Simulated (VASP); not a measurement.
Input of a VASP 6.6.1 run:

Contents of INCAR:

```
PREC = Accurate ; ENCUT = 520
EDIFF = 1E-6 ; ISMEAR = -1
SIGMA = 0.2 ; LREAL = F
LASPH = T ; NELM = 100
ALGO = Normal ; ISIF = 2
LWAVE = F ; LCHARG = F
GGA = CA ; NBANDS = 17
```

KPOINTS

```
Automatic mesh
0
Gamma
  12 12 7
```

The input POSCAR:

```
Hf
1.0
    3.1183974891      0.0000000000      0.0000000000
   -1.5591987445      2.7006114446      0.0000000000
    0.0000000000      0.0000000000      4.9475473504
Hf
2
Direct
    0.3333333333      0.6666666667      0.2500000000
    0.6666666667      0.3333333333      0.7500000000
```

Potentials or basis: VASP PAW LDA potentials, release 64 (Hf_pv).

Launch:

```bash
$ cat potpaw_LDA.64/Hf_pv/POTCAR > POTCAR
$ mpirun -np 1 vasp_std > vasp.out
```

Question: Predict the pressure.

Answer: 0.4 GPa.

Question: What does it give for the band gap on the k mesh?

Answer: Zero (band 10 reaches 6.43 eV, above the bottom of band 11 at 5.03 eV).

Stress tensor (GPa, compression positive):
```
0.17 0.00 0.00
0.00 0.17 0.00
0.00 0.00 0.96
```

Caveat: spin-orbit coupling is left out, which moves the levels of the heavy elements.
